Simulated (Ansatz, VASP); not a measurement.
# One calculation of AlRu, two programs

Contents of INCAR:

```
SYSTEM = AlRu
PREC = Accurate
ENCUT = 520
EDIFF = 1E-6
ISMEAR = -1
SIGMA = 0.1
LREAL = .False.
LASPH = .True.
NELM = 60
ALGO = Normal
ISIF = 2
LWAVE = .False.
LCHARG = .False.
GGA = PE
NBANDS = 25
```

Contents of KPOINTS:

```
Automatic mesh
0
Gamma
  12 9 9
  0 0 0
```

The input POSCAR:

```
AlRu
1.0
    0.0000000000      0.0000000000      3.0043569641
    3.0043569641     -3.0043569641      0.0000000000
    3.0043569641      3.0043569641      0.0000000000
Ru Al
2 2
Direct
    0.0000000000      0.0000000000      0.0000000000
    0.0000000000      0.5000000000      0.5000000000
    0.5000000000      0.5000000000      0.0000000000
    0.5000000000      0.0000000000      0.5000000000
```

Input for Ansatz:

```yaml
crystal:
  lattice:
    - [0.0, 0.0, 3.0043569641]
    - [3.0043569641, -3.0043569641, 0.0]
    - [3.0043569641, 3.0043569641, 0.0]
  atoms:
    - { symbol: Ru, position: [0.0, 0.0, 0.0] }
    - { symbol: Ru, position: [0.0, 0.5, 0.5] }
    - { symbol: Al, position: [0.5, 0.5, 0.0] }
    - { symbol: Al, position: [0.5, 0.0, 0.5] }
kpoints:
  mp_grid: { grid: [12, 9, 9] }
scf:
  occupations: { method: fermi_dirac, width: 0.1 }
hamiltonian:
  xc: pbe
  pseudopotentials: { kind: all_electron, lapw: { basis_error: 0.001 } }
output:
  forces: true
  stress: true
  eigenvalues: true
```

Alike in both runs: task single point; functional PBE; k mesh 12 × 9 × 9; occupations fermi-dirac, width 0.1 eV; no spin polarisation.

|  | VASP | Ansatz |
| --- | --- | --- |
| version | VASP 6.6.1 | Ansatz 0.2.0 |
| potentials or method | VASP PAW PBE potentials, release 64 (Ru_pv, Al), cutoff 520 eV | all-electron LAPW, scalar-relativistic |

|  | VASP | Ansatz | Ansatz less VASP |
| --- | --- | --- | --- |
| pressure (GPa) | 0.0 | 0.0 | 0.00 |

Ansatz ran all-electron here, and VASP with PAW potentials.
